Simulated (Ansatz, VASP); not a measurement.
## Two plane-wave programs on Fe

```
Fe
1.0
    -1.37460    1.37460    1.37460
     1.37460   -1.37460    1.37460
     1.37460    1.37460   -1.37460
Fe
1
Direct
  0.00000 0.00000 0.00000
```

Alike in both runs: functional LDA; k mesh 15 × 15 × 15; occupations fermi-dirac, width 0.05 eV; collinear spin.

Ansatz relaxed the structure, and its values are those at the end. VASP's run is a single point on that final structure, the one shown.

```csv
,VASP,Ansatz
version,VASP 6.6.1,Ansatz 0.2.0
potentials or method,"VASP PAW LDA potentials, release 64 (Fe_sv), cutoff 690 eV","plane waves (420 eV) with PAW, scalar-relativistic"
valence electrons in the cell,16,16
```

VASP gave:

- pressure (GPa): -2.2
- net moment per atom (μB): 1.93
- size of the moment on the site where the two differ most (μB): 1.90

**Question.** What did Ansatz give for the same quantities?

**Answer.** Pressure (GPa): 0.0; net moment per atom (μB): 1.97; size of the moment on the site where the two differ most (μB): 1.97.

Ansatz warns that its potentials were made for another functional, while VASP's fit it. LDA's correlation is that of Perdew and Zunger in VASP and of Perdew and Wang (1992) in Ansatz. Site moments also hang on the region over which each program counts them.
